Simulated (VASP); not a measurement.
Wanted: the native input for a VASP 6.6.1 run.

- Task: single point
- Functional: PBEsol
- Potentials or basis: VASP PAW PBE potentials, release 64 (Al)
- Cutoff: 520 eV
- k mesh: 20 × 20 × 20
- Occupations: gaussian, width 0.15 eV
- Spin: no spin polarisation
- Dipole correction: no
- Further INCAR settings: ALGO = Normal; EDIFF = 1e-06; NBANDS = 8

The structure of Al lies in POSCAR:

```
Al
1.0
   -1.5912186900      1.6051418535      1.6051418535
    1.5912186900     -1.5772955265      1.5772955265
    1.5912186900      1.5772955265     -1.5772955265
Al
1
Direct
    0.0000000000      0.0000000000      0.0000000000
```

This isn't the form of Al at room conditions, which is fcc.

This cell differs from its parent crystal: strain +0.0175 x Voigt [0, 0, 0, 1, 0, 0].

One way to write it, as run:

INCAR

```
SYSTEM = Al
ALGO = Normal
EDIFF = 1E-6
ENCUT = 520
GGA = PS
ISIF = 2
ISMEAR = 0
LASPH = .True.
LCHARG = .False.
LREAL = .False.
LWAVE = .False.
NBANDS = 8
NELM = 100
PREC = Accurate
SIGMA = 0.15
```

KPOINTS

```
k-points
0
Gamma
  20 20 20
  0 0 0
```

Potentials or basis: VASP PAW PBE potentials, release 64 (Al).

Run with:

```console
$ cat potpaw_PBE.64/Al/POTCAR > POTCAR
$ mpirun -np 1 vasp_std > vasp.out
```

It gave:

The pressure is 2.3 GPa and the band gap on the k mesh is zero (an odd number of electrons rules out a gap without spin polarisation).

Caveat: the cell differs from its parent crystal (strain +0.0175 x Voigt [0, 0, 0, 1, 0, 0]); the PAW data sets were made with another functional, which shifts forces and pressure a little.

Wall time 91 s on 1 thread of Intel(R) Xeon(R) Platinum 8259CL CPU @ 2.50GHz (Skylake/Cascade Lake), with other jobs on the host, peak memory 0.23 GiB.
